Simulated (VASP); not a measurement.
Wanted: the native input for a VASP 6.6.1 run.

```yaml
Task: single point
Functional: PBEsol
Potentials_or_basis: VASP PAW PBE potentials, release 64 (B)
Cutoff: 500 eV
k_mesh: 10 × 10 × 9
Occupations: fermi-dirac, width 0.1 eV
Spin: no spin polarisation
Dipole_correction: no
Further_INCAR_settings: ALGO = Normal; EDIFF = 1e-06; NBANDS = 8
```

The structure of B lies in POSCAR:

```
B
1.0
    3.2782370000      0.0000000000      0.0000000000
   -1.6391180000      2.8390360000      0.0000000000
    0.0000000000      0.0000000000      3.1429130000
B
1
Direct
    0.0000000000      0.0000000000      0.5000000000
```

These files were run (other wordings do the same):

INCAR

```
  PREC = Accurate
  ENCUT = 500
  EDIFF = 1E-6
  ISMEAR = -1
  SIGMA = 0.1
  LREAL = F
  LASPH = T
  NELM = 120
  ALGO = Normal
  ISIF = 2
  LWAVE = F
  LCHARG = F
  GGA = PS
  NBANDS = 8
  GGA_COMPAT = F
```

KPOINTS

```
regular mesh
0
Gamma
  10 10 9
```

Potentials or basis: VASP PAW PBE potentials, release 64 (B).

Launch:

```console
$ cat potpaw_PBE.64/B/POTCAR > POTCAR
$ mpirun -np 1 vasp_std > vasp.out
```

Results of the run:

| Item | Value |
| --- | --- |
| Pressure | -11.6 GPa |

Caveat: the PAW data sets were made with another functional, which shifts forces and pressure a little.

Run time: 5.9 s on 1 thread of Intel Xeon 6975P-C, on a shared host, peak memory 0.13 GiB.
